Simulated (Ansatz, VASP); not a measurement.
# La in VASP and in Ansatz

INCAR

```
SYSTEM = La
PREC = Accurate ; ENCUT = 520
EDIFF = 1E-6 ; ISMEAR = -1
SIGMA = 0.1 ; LREAL = .False.
LASPH = .True. ; NELM = 60
ALGO = Normal ; ISIF = 2
LWAVE = .False. ; LCHARG = .False.
GGA = CA ; NBANDS = 12
```

Contents of KPOINTS:

```
regular mesh
0
Gamma
  11 11 11
  0 0 0
```

The input POSCAR:

```
La
1.0
    3.2491755741      0.0000000000      0.0000000000
    0.0000000000      3.2491755741      0.0000000000
    0.0000000000      0.0000000000      3.2491755741
La
1
Direct
    0.0000000000      0.0000000000      0.0000000000
```

Input for Ansatz:

```yaml
crystal:
  lattice:
    - [3.2491755741, 0.0, 0.0]
    - [0.0, 3.2491755741, 0.0]
    - [0.0, 0.0, 3.2491755741]
  atoms:
    - { symbol: La, position: [0.0, 0.0, 0.0] }
hamiltonian:
  xc: lda
  pseudopotentials:
    kind: paw
    azcp:
      La: "pseudopotentials/La.paw.azcp"
basis:
  ecutwfc: 420
  fft_grid_basis: typed
kpoints:
  mp_grid: { grid: [11, 11, 11], shift: [0, 0, 0] }
magnetization:
  spin_polarized: false
scf:
  occupations: { method: fermi_dirac, width: 0.1 }
  lower_state_search: "off"
output:
  stress: true
```

Alike in both runs: task single point; functional LDA; k mesh 11 × 11 × 11; occupations fermi-dirac, width 0.1 eV; no spin polarisation.

|  | VASP | Ansatz |
| --- | --- | --- |
| version | VASP 6.6.1 | Ansatz 0.2.0 |
| potentials or method | VASP PAW LDA potentials, release 64 (La), cutoff 520 eV | plane waves (420 eV) with PAW, scalar-relativistic |
| valence electrons in the cell | 11 | 11 |

|  | VASP | Ansatz | Ansatz less VASP |
| --- | --- | --- | --- |
| pressure (GPa) | -2.1 | -2.0 | +0.12 |

Ansatz warns that its potentials were made for another functional, while VASP's fit it. LDA's correlation is that of Perdew and Zunger in VASP and of Perdew and Wang (1992) in Ansatz.

Spin-orbit coupling is off throughout.
